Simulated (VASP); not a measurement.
Set up this calculation in VASP 6.6.1, as the native input.

```yaml
Task: single point
Functional: PBEsol
Potentials_or_basis: VASP PAW PBE potentials, release 64 (Ir_sv_GW)
Cutoff: 560 eV
k_mesh: 22 × 22 × 22
Occupations: gaussian, width 0.15 eV
Spin: no spin polarisation
Dipole_correction: no
Further_INCAR_settings: ALGO = Normal; EDIFF = 1e-06; NBANDS = 14
```

The structure of Ir lies in POSCAR:

```
Ir
1.0
    0.0000000000      1.9197000000      1.8333135000
    1.9197000000      0.0000000000      1.8333135000
    1.9197000000      1.9197000000      0.0000000000
Ir
1
Direct
    0.0000000000      0.0000000000      0.0000000000
```

This cell differs from its parent crystal: strain -0.0450 x Voigt [0, 0, 1, 0, 0, 0].

The input as run:

INCAR

```
SYSTEM = Ir
PREC = Accurate
ENCUT = 560
EDIFF = 1E-6
ISMEAR = 0
SIGMA = 0.15
LREAL = .FALSE.
LASPH = .TRUE.
NELM = 120
ALGO = Normal
ISIF = 2
LWAVE = .FALSE.
LCHARG = .FALSE.
GGA = PS
NBANDS = 14
GGA_COMPAT = .FALSE.
```

KPOINTS

```
Automatic mesh
0
G
  22 22 22
  0 0 0
```

Potentials or basis: VASP PAW PBE potentials, release 64 (Ir_sv_GW).

Command:

```bash
$ cat potpaw_PBE.64/Ir_sv_GW/POTCAR > POTCAR
$ mpirun -np 1 vasp_std > vasp.out
```

It gave:

- Pressure: 15.2 GPa
- Band gap on the k mesh: zero (an odd number of electrons rules out a gap without spin polarisation)

Caveat: the cell differs from its parent crystal (strain -0.0450 x Voigt [0, 0, 1, 0, 0, 0]); the stress differs along the axes, from 9 to 28 GPa; the PAW data sets were made with another functional, which shifts forces and pressure a little; spin-orbit coupling is left out, which moves the levels of the heavy elements.

It took 55 s on 1 thread of Intel(R) Xeon(R) 6975P-C (Granite Rapids) (shared host), peak memory 0.29 GiB.
